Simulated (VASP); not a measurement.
# Ge (I4_1/amd) in VASP: a series of runs, part 2 of 2

VASP 6.6.1. Earlier steps stand in the parts before.

## (3) Single point, r2SCAN

This run uses another cell than the first one, of the same volume but with other edges.

File POSCAR:

```
Ge
1.0
   -2.4226875816      2.4226875816      1.5780187734
    2.4226875816     -2.4226875816      1.5780187734
    2.4226875816      2.4226875816     -1.5780187734
Ge
2
Direct
    0.2500000000      0.7500000000      0.5000000000
    0.5000000000      0.5000000000      0.0000000000
```

File INCAR.step1:

```
SYSTEM = Ge
  PREC = Accurate
  ENCUT = 520
  ISMEAR = 0
  SIGMA = 0.15
  LREAL = .FALSE.
  LASPH = .TRUE.
  NELM = 80
  NBANDS = 21
  GGA = PE
  ALGO = Normal
  EDIFF = 1E-4
  LWAVE = .TRUE.
  LCHARG = .FALSE.
```

File INCAR.step2:

```
SYSTEM = Ge
  PREC = Accurate
  ENCUT = 520
  EDIFF = 1E-7
  ISMEAR = 0
  SIGMA = 0.15
  LREAL = .FALSE.
  LASPH = .TRUE.
  NELM = 80
  ALGO = Normal
  ISIF = 2
  LWAVE = .FALSE.
  LCHARG = .FALSE.
  METAGGA = R2SCAN
  LMIXTAU = .TRUE.
  NBANDS = 21
  ISTART = 1
```

File KPOINTS:

```
Automatic mesh
0
G
  22 22 22
  0 0 0
```

Potentials or basis: VASP PAW PBE potentials, release 64 (Ge_d).

Started as:

```sh
cat potpaw_PBE.64/Ge_d/POTCAR > POTCAR
cp INCAR.step1 INCAR
mpirun -np 1 vasp_std > vasp.out
cp INCAR.step2 INCAR
mpirun -np 1 vasp_std > vasp.out
```

OUTCAR:

```text
SYSTEM = Ge
   PREC = Accurate
   ENCUT = 520
   EDIFF = 1E-7
   ISMEAR = 0
   LREAL = .FALSE.
   LASPH = .TRUE.
   NELM = 80
   ISIF = 2
   METAGGA = R2SCAN
   ISTART = 1

 ion  position               nearest neighbor table
   1  0.250  0.750  0.500-   2 2.55   2 2.55   2 2.55   2 2.55
   2  0.500  0.500  0.000-   1 2.55   1 2.55   1 2.55   1 2.55

  LATTYP: Found a body centered tetragonal cell.
 ALAT       =     4.8453751632
 C/A-ratio  =     0.6513505024

  Lattice vectors:

 A1 = (  -2.4226875816,   2.4226875816,   1.5780187734)
 A2 = (   2.4226875816,  -2.4226875816,   1.5780187734)
 A3 = (   2.4226875816,   2.4226875816,  -1.5780187734)

Analysis of symmetry for initial positions (statically):
=====================================================================
 Subroutine PRICEL returns:
 Original cell was already a primitive cell.

 Routine SETGRP: Setting up the symmetry group for a
 body centered tetragonal supercell.

 Subroutine GETGRP returns: Found 16 space group operations
 (whereof  8 operations were pure point group operations)
 out of a pool of 16 trial point group operations.

The static configuration has the point symmetry D_2d.
 The point group associated with its full space group is D_4h.

Analysis of symmetry for dynamics (positions and initial velocities):
=====================================================================
 Subroutine PRICEL returns:
 Original cell was already a primitive cell.

 Routine SETGRP: Setting up the symmetry group for a
 body centered tetragonal supercell.

 Subroutine GETGRP returns: Found 16 space group operations
 (whereof  8 operations were pure point group operations)
 out of a pool of 16 trial point group operations.

The dynamic configuration has the point symmetry D_2d.
 The point group associated with its full space group is D_4h.

 Subroutine INISYM returns: Found 16 space group operations
 (whereof  8 operations are pure point group operations),
 and found     1 'primitive' translations

----------------------------------------------------------------------------------------

                                     Primitive cell

  volume of cell :      37.0482

  direct lattice vectors                    reciprocal lattice vectors
    -2.422687582  2.422687582  1.578018773     0.000000000  0.206382368  0.316853011
     2.422687582 -2.422687582  1.578018773     0.206382368  0.000000000  0.316853011
     2.422687582  2.422687582 -1.578018773     0.206382368  0.206382368  0.000000000

  length of vectors
     3.772131160  3.772131160  3.772131160     0.378139541  0.378139541  0.291868744

  position of ions in fractional coordinates (direct lattice)
     0.250000000  0.750000000  0.500000000
     0.500000000  0.500000000  0.000000000

  ion indices of the primitive-cell ions
   primitive index   ion index
                 1           1
                 2           2

----------------------------------------------------------------------------------------

 KPOINTS: Automatic mesh

Automatic generation of k-mesh.
 Grid dimensions read from file:
 generate k-points for:   22   22   22

 Generating k-lattice:

  Cartesian coordinates                     Fractional coordinates (reciprocal lattice)
     0.000000000  0.009381017  0.014402410     0.045454545  0.000000000  0.000000000
     0.009381017  0.000000000  0.014402410     0.000000000  0.045454545  0.000000000
     0.009381017  0.009381017  0.000000000     0.000000000  0.000000000  0.045454545

  Length of vectors
     0.017188161  0.017188161  0.013266761

  Shift w.r.t. Gamma in fractional coordinates (k-lattice)
     0.000000000  0.000000000  0.000000000

 Subroutine IBZKPT returns following result:
 ===========================================

 Found    834 irreducible k-points:

 Following reciprocal coordinates:
            Coordinates               Weight
  0.000000  0.000000  0.000000      1.000000
  0.045455 -0.000000  0.000000      8.000000
  0.090909 -0.000000  0.000000      8.000000
  0.136364 -0.000000  0.000000      8.000000
  0.181818  0.000000  0.000000      8.000000
  0.227273 -0.000000  0.000000      8.000000
[... 16 lines left out ...]
  0.500000  0.045455 -0.000000     16.000000
 -0.454545  0.045455 -0.000000     16.000000
 [... further k-points ...]
   k-points           NKPTS =    834   k-points in BZ     NKDIM =    834   number of bands    NBANDS=     21
   number of dos      NEDOS =    301   number of ions     NIONS =      2
   total plane-waves  NPLWV =  21952
   dimension x,y,z NGX =    28 NGY =   28 NGZ =   28
   dimension x,y,z NGXF=    56 NGYF=   56 NGZF=   56
   ions per type =               2
   NGX,Y,Z   is equivalent  to a cutoff of  12.34, 12.34, 12.34 a.u.
   NGXF,Y,Z  is equivalent  to a cutoff of  24.68, 24.68, 24.68 a.u.
 SYSTEM =  Ge
   PREC   = accura    normal or accurate (medium, high low for compatibility)
   ISTART =      1    job   : 0-new  1-cont  2-samecut
   ICHARG =      0    charge: 1-file 2-atom 10-const
   ISPIN  =      1    spin polarized calculation?
   LNONCOLLINEAR =      F non collinear calculations
   LSORBIT =      F    spin-orbit coupling
   LASPH  =      T    aspherical Exc in radial PAW
   ENCUT  =  520.0 eV  38.22 Ry    6.18 a.u.   7.01  7.01  7.01*2*pi/ulx,y,z
   NELM   =     80;   NELMIN=  2; NELMDL=  0     # of ELM steps
   EDIFF  = 0.1E-06   stopping-criterion for ELM
   LREAL  =      F    real-space projection
   EDIFFG = 0.1E-05   stopping-criterion for IOM
   NSW    =      0    number of steps for IOM
   IBRION =     -1    ionic relax: 0-MD 1-quasi-New 2-CG
   NFREE  =      0    steps in history (QN), initial steepest desc. (CG)
   ISIF   =      2    stress and relaxation
   ISYM   =      2    0-nonsym 1-usesym 2-fastsym
   POTIM  = 0.5000    time-step for ionic-motion
   TEBEG  =    0.0;   TEEND  =   0.0 temperature during run
   PSTRESS=    0.0 pullay stress
   NELECT =      28.0000    total number of electrons
   NUPDOWN=      -1.0000    fix difference up-down
   EMIN   =  10.00;   EMAX   =-10.00  energy-range for DOS
   EFERMI =   0.00;   METHOD = LEGACY
   ISMEAR =     0;   SIGMA  =   0.15  broadening in eV -4-tet -1-fermi 0-gaus
   EFERMI_NEDOS =   21; number of points for ismear=-14 and -15
   IALGO  =     38    algorithm
   IMIX   =      4    mixing-type and parameters
     AMIX     =   0.40;   BMIX     =  1.00
     AMIX_MAG =   1.60;   BMIX_MAG =  1.00
  volume/ion in A,a.u.               =      18.52       125.01
  Fermi-wavevector in a.u.,A,eV,Ry     =   1.491209  2.817976 30.255333  2.223704
  Thomas-Fermi vector in A             =   2.603893
   LORBIT       =      0    0 simple, 1 ext, 2 COOP (PROOUT), +10 PAW based schemes
   METAGGA = R2SCAN    functional components
   LHFCALC =     F    Hartree Fock is set to
   AEXX    =    0.0000 exact exchange contribution
   IVDW    =     0    specifies the selected vdW correction
   LEPSILON=     F    determine dielectric tensor
   LRPA    =     F    only Hartree local field effects (RPA)
 non-spin polarized calculation
 Gauss-broadening in eV      SIGMA  =   0.15
  energy-cutoff  :      520.00
  volume of cell :       37.05
 maximum number of plane-waves:      1014
   NGX = 13   NGY = 13   NGZ = 13

 number of electron      28.0000022 magnetization

 Free energy of the ion-electron system (eV)
  ---------------------------------------------------
  ext. energy  EPLUGINS =         0.00000000
  ---------------------------------------------------
  free energy    TOTEN  =       -26.93377878 eV

  energy without entropy =      -26.92643580  energy(sigma->0) =      -26.93010729

 E-fermi :   6.6753     XC(G=0): -12.3431

 val. band max:        6.6746548841   @ k =  -0.0909   0.5000   0.0909
 cond. band min:       6.6767792613   @ k =  -0.2727   0.2727   0.2727
 fundamental gap:      0.0021243772
 Fermi energy:         6.6753441737

 k-point     1 :       0.0000    0.0000    0.0000
  band No.  band energies     occupation
      1     -18.8718      2.00000
      2     -18.7721      2.00000
      3     -18.7240      2.00000
      4     -18.6972      2.00000
      5     -18.6754      2.00000
      6     -18.6754      2.00000
[... 13 lines left out ...]
     20      18.1912      0.00000
     21      18.4339      0.00000

 k-point     2 :       0.0455   -0.0000    0.0000
  band No.  band energies     occupation
      1     -18.8711      2.00000
      2     -18.7709      2.00000
      3     -18.7242      2.00000
      4     -18.6993      2.00000
      5     -18.6757      2.00000
      6     -18.6726      2.00000
[... 520 lines left out ...]
 k-point    24 :      -0.4545    0.0455   -0.0000
  band No.  band energies     occupation
      1     -18.8259      2.00000
      2     -18.7626      2.00000
      3     -18.7360      2.00000
      4     -18.7211      2.00000
      5     -18.6745      2.00000
      6     -18.6566      2.00000
[... 13 lines left out ...]
     20      19.2975      0.00000
     21      21.5226      0.00000

 [... further k-points ...]
[... 5 lines left out ...]
  --------------------------------------------------------------------------------------
  -------------------------------------------------------------------------------------
  Total        1.2449353      1.2449353     -0.2259315      0.0000000      0.0000000      0.0000000
  in kB       53.8381792     53.8381792     -9.7705797      0.0000000      0.0000000      0.0000000
  external PRESSURE =      32.6352596 kB  Pullay stress =       0.0000000 kB

 VOLUME and BASIS-vectors are now :
 -----------------------------------------------------------------------------
  energy-cutoff  :      520.00
  volume of cell :       37.05
      direct lattice vectors                 reciprocal lattice vectors
    -2.422687582  2.422687582  1.578018773     0.000000000  0.206382368  0.316853011
     2.422687582 -2.422687582  1.578018773     0.206382368  0.000000000  0.316853011
     2.422687582  2.422687582 -1.578018773     0.206382368  0.206382368  0.000000000

 POSITION                                       TOTAL-FORCE (eV/Angst)
 -----------------------------------------------------------------------------------
      2.42269      0.00000      0.78901         0.000000     -0.000000     -0.000000
      0.00000      0.00000      1.57802        -0.000000      0.000000      0.000000
 -----------------------------------------------------------------------------------
    total drift:                                0.000000     -0.000000      0.000000

  FREE ENERGIE OF THE ION-ELECTRON SYSTEM (eV)
  ---------------------------------------------------
  free  energy   TOTEN  =       -26.9337787830 eV

  energy  without entropy=      -26.9264357958  energy(sigma->0) =      -26.93010729
```

Wall time 81 min (1 thread of Oxide Virtual Turin-like, shared host); peak memory 0.54 GiB.

Results:

```yaml
Free_energy: -26.9338 eV
Pressure: 3.3 GPa
Band_gap_on_the_k_mesh: zero (bands 14 and 15 overlap by 6.59 eV)
```

Stress tensor (GPa, compression positive):
```
 5.38  0.00  0.00
 0.00  5.38  0.00
 0.00  0.00 -0.98
```

Levels at points of the mesh, in eV from the Fermi level:
```tsv
k point	band 11	band 12	band 13	band 14	band 15	band 16	band 17	band 18
(0.00, 0.00, 0.00)	-14.00	-1.83	-1.72	-1.72	4.57	5.62	5.77	8.44
(0.50, 0.00, 0.00)	-9.71	-7.39	-2.34	-2.24	-1.47	2.61	4.28	6.62
(0.50, 0.50, 0.00)	-10.71	-10.71	1.15	1.15	3.97	3.97	5.45	5.45
(0.50, 0.50, 0.50)	-8.38	-8.38	-5.98	-5.98	2.85	2.85	13.15	13.15
```

Caveat: the stress differs along the axes, from -1 to 5 GPa; the PAW data sets were made with another functional, which shifts forces and pressure a little.
